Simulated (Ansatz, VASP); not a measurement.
GeCN2 in VASP and in Ansatz

The input POSCAR:

```
GeCN2
1.0
    1.7695469874      1.0216484295      4.8554361226
   -1.7695469874      1.0216484295      4.8554361226
    0.0000000000     -2.0432968590      4.8554361226
Ge N C
1 2 1
Direct
    0.0000000000      0.0000000000      0.0000000000
    0.5839044000      0.5839044000      0.5839044000
    0.4160956000      0.4160956000      0.4160956000
    0.5000000000      0.5000000000      0.5000000000
```

Contents of INCAR.step1:

```
SYSTEM = GeCN2
  ALGO = Normal
  EDIFF = 1E-4
  ENCUT = 520
  GGA = PE
  ISMEAR = -1
  LASPH = .True.
  LCHARG = .False.
  LREAL = .False.
  LWAVE = .True.
  NBANDS = 22
  NELM = 80
  PREC = Accurate
  SIGMA = 0.05
```

INCAR.step2

```
SYSTEM = GeCN2
  ALGO = Normal
  EDIFF = 1E-6
  ENCUT = 520
  ISIF = 2
  ISMEAR = -1
  ISTART = 1
  LASPH = .True.
  LCHARG = .True.
  LELF = .True.
  LMIXTAU = .True.
  LREAL = .False.
  LVHAR = .True.
  LWAVE = .False.
  METAGGA = R2SCAN
  NBANDS = 22
  NELM = 80
  PREC = Accurate
  SIGMA = 0.05
```

The input KPOINTS:

```
k-points
0
Gamma
  9 9 9
  0 0 0
```

File input.yaml:

```yaml
crystal:
  lattice:
    - [1.7695469874, 1.0216484295, 4.8554361226]
    - [-1.7695469874, 1.0216484295, 4.8554361226]
    - [0.0, -2.043296859, 4.8554361226]
  atoms:
    - { symbol: Ge, position: [0.0, 0.0, 0.0] }
    - { symbol: "N", position: [0.5839044, 0.5839044, 0.5839044] }
    - { symbol: "N", position: [0.4160956, 0.4160956, 0.4160956] }
    - { symbol: C, position: [0.5, 0.5, 0.5] }
hamiltonian:
  xc: r2scan
  pseudopotentials: { kind: paw }
kpoints:
  mp_grid: { grid: [9, 9, 9] }
scf:
  occupations: { method: fermi_dirac, width: 0.05 }
output:
  forces: true
  stress: true
  eigenvalues: true
  write_density: true
  write_potential: true
  elf: true
  volumetric_format: npy
```

Alike in both runs: task single point; functional r2SCAN; k mesh 9 × 9 × 9; occupations fermi-dirac, width 0.05 eV; no spin polarisation.

|  | VASP | Ansatz |
| --- | --- | --- |
| version | VASP 6.6.1 | Ansatz 0.2.0 |
| potentials or method | VASP PAW PBE potentials, release 64 (Ge_d, N, C) | Ansatz PAW |
| plane-wave cutoff (eV) | 520 | 500 |
| valence electrons in the cell | 28 | 28 |

```csv
,VASP,Ansatz,Ansatz less VASP
gap on the k mesh at the Fermi level (eV),1.11,1.10,-0.010
least direct gap on the mesh (eV),1.95,1.96,+0.007
pressure (GPa),2.7,2.4,-0.34
"traceless stress, the component that is largest in VASP (GPa)",5.40,4.13,-1.264
rms of the force components (eV/Å),0.388,0.287,-0.1010
```

VASP's potentials were made for PBE, not for r2SCAN. Atom by atom the forces differ by 0.101 eV/Å (rms over components).

Noted on VASP's run: the standard files for N, O and F lose accuracy on very short bonds. Noted on Ansatz's run: odd divisions of the mesh miss points on the zone boundary, where band edges often lie, so the gap on the mesh can be too wide.
